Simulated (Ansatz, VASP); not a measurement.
**Two plane-wave programs on In**

```
CELL_PARAMETERS angstrom
-1.90784 1.90784 1.90784
1.90784 -1.90784 1.90784
1.90784 1.90784 -1.90784
ATOMIC_POSITIONS crystal
In 0.00000 0.00000 0.00000
```

Alike in both runs: functional PBE; k mesh 18 × 18 × 18; occupations fermi-dirac, width 0.08 eV; no spin polarisation.

Ansatz relaxed the structure, and its values are those at the end. VASP's run is a single point on that final structure, the one shown.

```csv
,VASP,Ansatz
version,VASP 6.6.1,Ansatz 0.2.0
potentials or method,"VASP PAW PBE potentials, release 64 (In_d)","PAW with Ansatz's default frozen-core files, scalar-relativistic"
plane-wave cutoff (eV),520,420
valence electrons in the cell,13,13
```

```tsv
	VASP	Ansatz	Ansatz less VASP
pressure (GPa)	0.0	0.0	+0.04
```
